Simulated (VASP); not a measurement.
Al3B2As, 6 atoms in the cell. It takes space group P-62m (No. 189, hexagonal). The conventional cell has a = 4.858 Å, b = 4.858 Å, c = 4.415 Å, α = 90.00°, β = 90.00°, γ = 120.00°. Al (site symmetry m2m) has 2 B at 1.92 Å and 2 Al at 1.94 Å and 2 As at 2.47 Å within 2.5 Å. Within 2.5 Å of B (site symmetry -6) lie 3 Al at 1.92 Å. As (site symmetry -62m) has 6 Al at 2.47 Å within 3.3 Å. The cell was built from a structure type or drawn by symmetry, and may not be a known phase.

```yaml
Program: VASP 6.6.1
Task: single point
Functional: PBE
Potentials_or_basis: VASP PAW PBE potentials, release 64 (Al, B, As)
Cutoff: 520 eV
k_mesh: 6 × 6 × 4
Occupations: gaussian, width 0.1 eV
Spin: no spin polarisation
Dipole_correction: no
Further_INCAR_settings: ALGO = Normal; EDIFF = 1e-06; NBANDS = 19
```

Potentials or basis: VASP PAW PBE potentials, release 64 (Al, B, As).

Command:

```sh
$ cat potpaw_PBE.64/Al/POTCAR potpaw_PBE.64/B/POTCAR potpaw_PBE.64/As/POTCAR > POTCAR
$ mpirun -np 1 vasp_std > vasp.out
```

Hardware: 1 thread of AMD EPYC 7R13, on a shared host.

Estimate the wall time of this run.

Wall time 53 s on 1 thread of AMD EPYC 7R13, on a shared host, peak memory 0.19 GiB. Counts: scf iterations 14, k points 21.
